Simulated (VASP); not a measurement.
## Au: relaxation of cell and atoms with PBE

Crystal: Au.

```
CELL_PARAMETERS angstrom
0.00000 2.08564 2.08564
2.08564 0.00000 2.08564
2.08564 2.08564 0.00000
ATOMIC_POSITIONS crystal
Au 0.00000 0.00000 0.00000
```

```yaml
Program: VASP 6.6.1
Task: relaxation of cell and atoms
Functional: PBE
Potentials_or_basis: VASP PAW PBE potentials, release 64 (Au)
Cutoff: 600 eV
k_mesh: 18 × 18 × 18
Occupations: gaussian, width 0.1 eV
Spin: no spin polarisation
Dipole_correction: no
Further_INCAR_settings: ALGO = Normal; EDIFF = 1e-07; IBRION = 2; EDIFFG = -0.005; NSW = 100; ISIF = 3
```

```yaml
Relaxed_volume: 17.95 Å³/atom
Relaxed_cell: a = 2.939 Å, b = 2.939 Å, c = 2.939 Å, α = 60.00°, β = 60.00°, γ = 60.00°
Space_group_after_relaxing_to_0.05_Å: Fm-3m (No. 225)
Energy_gained_by_relaxing: 0.9 meV/atom
Ionic_steps: 3
Pressure_after_relaxing: 0.0 GPa
```

The path:
| step | energy change (eV) | largest force (eV/Å) | pressure (GPa) | volume (Å³) |
| --- | --- | --- | --- | --- |
| 1 | 0.0000 | 0.0000 | -1.47 | 18.14 |
| 2 | 0.0006 | 0.0000 | 1.99 | 17.71 |
| 3 | -0.0009 | 0.0000 | 0.00 | 17.95 |

Final structure:
```cif
data_structure
_symmetry_space_group_name_H-M 'P 1'
_symmetry_Int_Tables_number 1
_cell_length_a 2.9390
_cell_length_b 2.9390
_cell_length_c 2.9390
_cell_angle_alpha 60.000
_cell_angle_beta 60.000
_cell_angle_gamma 60.000
_cell_volume 17.95
loop_
_atom_site_label
_atom_site_type_symbol
_atom_site_fract_x
_atom_site_fract_y
_atom_site_fract_z
_atom_site_occupancy
Au1 Au 0.00000 0.00000 0.00000 1
```

Levels at points of the mesh, in eV from the Fermi level:
```csv
k point,band 4,band 5,band 6,band 7,band 8,band 9
"(0.00, 0.00, 0.00)",-4.38,-2.99,-2.99,14.63,18.33,18.33
"(0.50, 0.00, 0.00)",-1.90,-1.90,-0.67,2.85,14.07,16.79
"(0.50, 0.50, 0.00)",-1.61,-1.61,1.21,5.41,9.91,9.91
```

Run time: 19 s on 1 thread of Intel(R) Xeon(R) 6975P-C (Granite Rapids) (shared host), peak memory 0.17 GiB.

Caveat: spin-orbit coupling is left out, which moves the levels of the heavy elements.
